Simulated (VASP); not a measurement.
A run of VASP 6.6.1:

The input INCAR:

```
SYSTEM = Si3O2
PREC     = Accurate       ! precision mode
ENCUT    = 520            ! plane-wave cutoff, eV
EDIFF    = 1E-7           ! SCF threshold, eV
ISMEAR   = 0              ! smearing method
SIGMA    = 0.1            ! smearing width, eV
LREAL    = .FALSE.        ! projectors in reciprocal space
LASPH    = .TRUE.         ! aspherical terms in the spheres
NELM     = 80             ! most SCF steps
ALGO     = Normal         ! electronic algorithm
ISIF     = 2              ! what is computed and relaxed
LWAVE    = .FALSE.        ! write WAVECAR
LCHARG   = .TRUE.         ! write CHGCAR
GGA      = PE             ! functional
LELF     = .TRUE.         ! ELF
LVHAR    = .TRUE.       
NBANDS   = 20             ! bands
```

File KPOINTS:

```
regular mesh
0
G
  10 10 8
  0 0 0
```

Contents of POSCAR:

```
Si3O2
1.0
    3.4430990826      0.0000000000      0.0000000000
    0.0000000000      3.4430990826      0.0000000000
    0.0000000000      0.0000000000      6.2107332935
Si O
3 2
Direct
    0.0000000000      0.0000000000      0.7997801980
    0.0000000000      0.0000000000      0.2002198020
    0.5000000000      0.5000000000      0.5000000000
    0.0000000000      0.5000000000      0.2089229501
    0.5000000000      0.0000000000      0.7910770499
```

Potentials or basis: VASP PAW PBE potentials, release 64 (Si, O).

Launch:

```console
$ cat potpaw_PBE.64/Si/POTCAR potpaw_PBE.64/O/POTCAR > POTCAR
$ mpirun -np 1 vasp_std > vasp.out
```

Hardware: 1 thread of Intel(R) Xeon(R) 6975P-C (Granite Rapids), with other jobs on the host.

Q: How long does it take, and how much memory?

A: Run time: 54 s on 1 thread of Intel(R) Xeon(R) 6975P-C (Granite Rapids), with other jobs on the host, peak memory 0.25 GiB. Counts: scf iterations 15, k points 105.
